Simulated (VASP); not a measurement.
Input of a VASP 6.6.1 run:

File INCAR:

```
SYSTEM = SrO
ALGO = Normal ; EDIFF = 1E-7
ENCUT = 520 ; GGA = CA
ISIF = 2 ; ISMEAR = -1
LASPH = .TRUE. ; LCHARG = .FALSE.
LREAL = .FALSE. ; LWAVE = .FALSE.
NBANDS = 15 ; NELM = 60
PREC = Accurate ; SIGMA = 0.05
```

Contents of KPOINTS:

```
k-points
0
G
  9 9 9
  0 0 0
```

File POSCAR:

```
SrO
1.0
    0.0000000000      2.5490759911      2.5490759911
    2.5490759911      0.0000000000      2.5490759911
    2.5490759911      2.5490759911      0.0000000000
Sr O
1 1
Direct
    0.5000000000      0.5000000000      0.5000000000
    0.0000000000      0.0000000000      0.0000000000
```

Potentials or basis: VASP PAW LDA potentials, release 64 (Sr_sv, O).

Command:

```console
$ cat potpaw_LDA.64/Sr_sv/POTCAR potpaw_LDA.64/O/POTCAR > POTCAR
$ mpirun -np 1 vasp_std > vasp.out
```

Q: What does it give for the pressure?

A: -1.2 GPa.

Q: Estimate the band gap on the k mesh.

A: 3.14 eV, indirect (least direct gap 3.21 eV).

A k mesh can miss the band edges. As with any semilocal functional, this LDA gap is likely too small.
